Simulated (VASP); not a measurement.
# FeCo (Pm-3m) in VASP: a series of runs

The runs below take FeCo through electric field gradients, with PBE.

Program: VASP 6.6.1. These are calculated values, not measurements. Logs are shortened: lines on timing, memory, paths and dates and some standing lists are left out, and cuts for length are marked.

## (1) The cell of the first run

The structure is cubic, space group Pm-3m (No. 221). The conventional cell has a = 2.881 Å, b = 2.881 Å, c = 2.881 Å, α = 90.00°, β = 90.00°, γ = 90.00°. Fe (site symmetry m-3m) has 8 Co at 2.49 Å and 6 Fe at 2.88 Å within 3.3 Å. Co (site symmetry m-3m) has 8 Fe at 2.49 Å and 6 Co at 2.88 Å within 3.3 Å.

## (2) Electric field gradients, PBE, collinear spin, ferromagnetic start (volume scaled by 1.025)

Input file INCAR:

```
SYSTEM = FeCo
PREC = Accurate
ENCUT = 520
EDIFF = 1E-8
ISMEAR = -1
SIGMA = 0.05
LREAL = .FALSE.
LASPH = .TRUE.
NELM = 200
ALGO = Normal
ISIF = 2
LWAVE = .FALSE.
LCHARG = .FALSE.
ISPIN = 2
MAGMOM = 3 2
LORBIT = 11
LMAXMIX = 4
GGA = PE
LEFG = .TRUE.
NBANDS = 20
GGA_COMPAT = .FALSE.
```

Input file KPOINTS:

```
Automatic mesh
0
G
  11 11 11
  0 0 0
```

Input file POSCAR:

```
FeCo
1.0
    2.8806126410      0.0000000000      0.0000000000
    0.0000000000      2.8806126410      0.0000000000
    0.0000000000      0.0000000000      2.8806126410
Fe Co
1 1
Direct
    0.5000000000      0.5000000000      0.5000000000
    0.0000000000      0.0000000000      0.0000000000
```

Potentials or basis: VASP PAW PBE potentials, release 64 (Fe, Co).

Started as:

```bash
> cat potpaw_PBE.64/Fe/POTCAR potpaw_PBE.64/Co/POTCAR > POTCAR
> mpirun -np 1 vasp_std > vasp.out
```

OUTCAR:

```text
SYSTEM = FeCo
   PREC = Accurate
   ENCUT = 520
   EDIFF = 1E-8
   ISMEAR = -1
   LREAL = .FALSE.
   LASPH = .TRUE.
   NELM = 200
   ISIF = 2
   ISPIN = 2
   LORBIT = 11
   GGA = PE

 ion  position               nearest neighbor table
   1  0.500  0.500  0.500-   2 2.49   2 2.49   2 2.49   2 2.49   2 2.49   2 2.49   2 2.49   2 2.49

   2  0.000  0.000  0.000-   1 2.49   1 2.49   1 2.49   1 2.49   1 2.49   1 2.49   1 2.49   1 2.49

  LATTYP: Found a simple cubic cell.
 ALAT       =     2.8806126410

  Lattice vectors:

 A1 = (   2.8806126410,   0.0000000000,   0.0000000000)
 A2 = (   0.0000000000,   2.8806126410,   0.0000000000)
 A3 = (   0.0000000000,   0.0000000000,   2.8806126410)

Analysis of symmetry for initial positions (statically):
=====================================================================
 Subroutine PRICEL returns:
 Original cell was already a primitive cell.

 Routine SETGRP: Setting up the symmetry group for a
 simple cubic supercell.

 Subroutine GETGRP returns: Found 48 space group operations
 (whereof 48 operations were pure point group operations)
 out of a pool of 48 trial point group operations.

The static configuration has the point symmetry O_h .

Analysis of symmetry for dynamics (positions and initial velocities):
=====================================================================
 Subroutine PRICEL returns:
 Original cell was already a primitive cell.

 Routine SETGRP: Setting up the symmetry group for a
 simple cubic supercell.

 Subroutine GETGRP returns: Found 48 space group operations
 (whereof 48 operations were pure point group operations)
 out of a pool of 48 trial point group operations.

The dynamic configuration has the point symmetry O_h .

Analysis of structural, dynamic, and magnetic symmetry:
=====================================================================
 Subroutine PRICEL returns:
 Original cell was already a primitive cell.

 Routine SETGRP: Setting up the symmetry group for a
 simple cubic supercell.

 Subroutine GETGRP returns: Found 48 space group operations
 (whereof 48 operations were pure point group operations)
 out of a pool of 48 trial point group operations.

The overall configuration has the point symmetry O_h .

 Subroutine INISYM returns: Found 48 space group operations
 (whereof 48 operations are pure point group operations),
 and found     1 'primitive' translations

----------------------------------------------------------------------------------------

                                     Primitive cell

  volume of cell :      23.9031

  direct lattice vectors                    reciprocal lattice vectors
     2.880612641  0.000000000  0.000000000     0.347148376  0.000000000  0.000000000
     0.000000000  2.880612641  0.000000000     0.000000000  0.347148376  0.000000000
     0.000000000  0.000000000  2.880612641     0.000000000  0.000000000  0.347148376

  length of vectors
     2.880612641  2.880612641  2.880612641     0.347148376  0.347148376  0.347148376

  position of ions in fractional coordinates (direct lattice)
     0.500000000  0.500000000  0.500000000
     0.000000000  0.000000000  0.000000000

  ion indices of the primitive-cell ions
   primitive index   ion index
                 1           1
                 2           2

----------------------------------------------------------------------------------------

 KPOINTS: Automatic mesh

Automatic generation of k-mesh.
 Grid dimensions read from file:
 generate k-points for:   11   11   11

[... 59 lines left out ...]
   LSORBIT =      F    spin-orbit coupling
   LASPH  =      T    aspherical Exc in radial PAW
   ENCUT  =  520.0 eV  38.22 Ry    6.18 a.u.   5.36  5.36  5.36*2*pi/ulx,y,z
   NELM   =    200;   NELMIN=  2; NELMDL= -5     # of ELM steps
   EDIFF  = 0.1E-07   stopping-criterion for ELM
   LREAL  =      F    real-space projection
   EDIFFG = 0.1E-06   stopping-criterion for IOM
   NSW    =      0    number of steps for IOM
   IBRION =     -1    ionic relax: 0-MD 1-quasi-New 2-CG
   NFREE  =      0    steps in history (QN), initial steepest desc. (CG)
   ISIF   =      2    stress and relaxation
   ISYM   =      2    0-nonsym 1-usesym 2-fastsym
   POTIM  = 0.5000    time-step for ionic-motion
   TEBEG  =    0.0;   TEEND  =   0.0 temperature during run
   PSTRESS=    0.0 pullay stress
   NELECT =      17.0000    total number of electrons
   NUPDOWN=      -1.0000    fix difference up-down
   EMIN   =  10.00;   EMAX   =-10.00  energy-range for DOS
   EFERMI =   0.00;   METHOD = LEGACY
   ISMEAR =    -1;   SIGMA  =   0.05  broadening in eV -4-tet -1-fermi 0-gaus
   EFERMI_NEDOS =   21; number of points for ismear=-14 and -15
   IALGO  =     38    algorithm
   IMIX   =      4    mixing-type and parameters
     AMIX     =   0.40;   BMIX     =  1.00
     AMIX_MAG =   1.60;   BMIX_MAG =  1.00
  volume/ion in A,a.u.               =      11.95        80.65
  Fermi-wavevector in a.u.,A,eV,Ry     =   1.461301  2.761458 29.053880  2.135400
  Thomas-Fermi vector in A             =   2.577649
   LORBIT       =     11    0 simple, 1 ext, 2 COOP (PROOUT), +10 PAW based schemes
   GGA     = PE    functional components
   LHFCALC =     F    Hartree Fock is set to
   AEXX    =    0.0000 exact exchange contribution
   IVDW    =     0    specifies the selected vdW correction
   LEPSILON=     F    determine dielectric tensor
   LRPA    =     F    only Hartree local field effects (RPA)
 spin polarized calculation
  energy-cutoff  :      520.00
  volume of cell :       23.90
 maximum number of plane-waves:       659
 NGX is ok and might be reduce to    24
   NGX = 11   NGY = 11   NGZ = 11

 number of electron      16.9999994 magnetization       4.5430763

 Free energy of the ion-electron system (eV)
  ---------------------------------------------------
  ext. energy  EPLUGINS =         0.00000000
  ---------------------------------------------------
  free energy    TOTEN  =       -15.38593668 eV

  energy without entropy =      -15.37383352  energy(sigma->0) =      -15.37988510

 E-fermi :   7.6808     XC(G=0): -12.8354

 val. band max:        7.6308453082   @ k =   0.4545   0.1818   0.0909
 cond. band min:       7.6817327594   @ k =   0.3636   0.0000   0.0000
 fundamental gap:      0.0508874512
 Fermi energy:         7.6808123527

 spin component 1

 k-point     1 :       0.0000    0.0000    0.0000
  band No.  band energies     occupation
      1      -1.1373      1.00000
      2       2.4418      1.00000
      3       2.4418      1.00000
      4       4.6085      1.00000
      5       4.6085      1.00000
      6       4.6085      1.00000
[... 541 lines left out ...]
     19      30.6225      0.00000
     20      31.3558      0.00000

 [... further k-points ...]

 spin component 2

 k-point     1 :       0.0000    0.0000    0.0000
  band No.  band energies     occupation
      1      -1.0055      1.00000
      2       4.3620      1.00000
      3       4.3620      1.00000
      4       6.5478      1.00000
      5       6.5478      1.00000
      6       6.5478      1.00000
[... 541 lines left out ...]
     19      30.7578      0.00000
     20      31.9237      0.00000

 [... further k-points ...]

------------------------ aborting loop because EDIFF is reached ----------------------------------------

  FORCE on cell =-STRESS in cart. coord.  units (eV):
  Direction    XX          YY          ZZ          XY          YZ          ZX
  --------------------------------------------------------------------------------------
  -------------------------------------------------------------------------------------
  Total       -1.0626397     -1.0626397     -1.0626397      0.0000000      0.0000000      0.0000000
  in kB      -71.2265718    -71.2265718    -71.2265718      0.0000000      0.0000000      0.0000000
  external PRESSURE =     -71.2265718 kB  Pullay stress =       0.0000000 kB

 VOLUME and BASIS-vectors are now :
 -----------------------------------------------------------------------------
  energy-cutoff  :      520.00
  volume of cell :       23.90
      direct lattice vectors                 reciprocal lattice vectors
     2.880612641  0.000000000  0.000000000     0.347148376  0.000000000  0.000000000
     0.000000000  2.880612641  0.000000000     0.000000000  0.347148376  0.000000000
     0.000000000  0.000000000  2.880612641     0.000000000  0.000000000  0.347148376

 POSITION                                       TOTAL-FORCE (eV/Angst)
 -----------------------------------------------------------------------------------
      1.44031      1.44031      1.44031         0.000000      0.000000      0.000000
      0.00000      0.00000      0.00000         0.000000      0.000000      0.000000
 -----------------------------------------------------------------------------------
    total drift:                                0.000000      0.000000     -0.000000

  FREE ENERGIE OF THE ION-ELECTRON SYSTEM (eV)
  ---------------------------------------------------
  free  energy   TOTEN  =       -15.3859366838 eV

  energy  without entropy=      -15.3738335216  energy(sigma->0) =      -15.37988510

 Electric field gradients (V/A^2)
---------------------------------------------------------------------
 ion       V_xx      V_yy      V_zz      V_xy      V_xz      V_yz
---------------------------------------------------------------------
   1      -0.000    -0.000     0.000    -0.000    -0.000    -0.000
   2       0.000     0.000     0.000     0.000     0.000    -0.000
---------------------------------------------------------------------

 Electric field gradients after diagonalization (V/A^2)
 (convention: |V_zz| > |V_xx| > |V_yy|)
----------------------------------------------------------------------
 ion       V_xx      V_yy      V_zz     asymmetry (V_yy - V_xx)/ V_zz
----------------------------------------------------------------------
   1       0.000    -0.000    -0.000       0.782
   2       0.000     0.000     0.000      -0.103
----------------------------------------------------------------------

           NMR quadrupolar parameters

 Cq : quadrupolar parameter    Cq=e*Q*V_zz/h
 eta: asymmetry parameters     (V_yy - V_xx)/ V_zz
 Q  : nuclear electric quadrupole moment in mb (millibarn)
----------------------------------------------------------------------
 ion       Cq(MHz)       eta       Q (mb)
----------------------------------------------------------------------
   1      -0.000       0.782       1.000
   2       0.000      -0.103       1.000
----------------------------------------------------------------------

 total charge

# of ion       s       p       d       tot
------------------------------------------
    1        0.459   0.495   6.124   7.078
    2        0.468   0.479   7.223   8.170
--------------------------------------------------
tot          0.927   0.974  13.347  15.248

 magnetization (x)

# of ion       s       p       d       tot
------------------------------------------
    1        0.002  -0.045   2.854   2.811
    2       -0.011  -0.055   1.834   1.768
--------------------------------------------------
tot         -0.009  -0.100   4.688   4.579
```

It took 47 s on 1 thread of Intel Xeon Platinum 8259CL at 2.50GHz (Skylake/Cascade Lake), shared host; peak memory 0.18 GiB.

Results:

```yaml
Free_energy: -15.3859 eV
Pressure: -7.1 GPa
Net_moment: 4.54 μB per cell
Site_moments: Fe +2.81; Co +1.77 μB
Valence_electrons_inside_the_program's_atomic_spheres: Fe 7.08; Co 8.17
```

Caveat: without QUAD_EFG the Cq values of the log hold for a quadrupole moment of 1 mb, not for the nuclei.

(Part 1 of 2 ends here.)
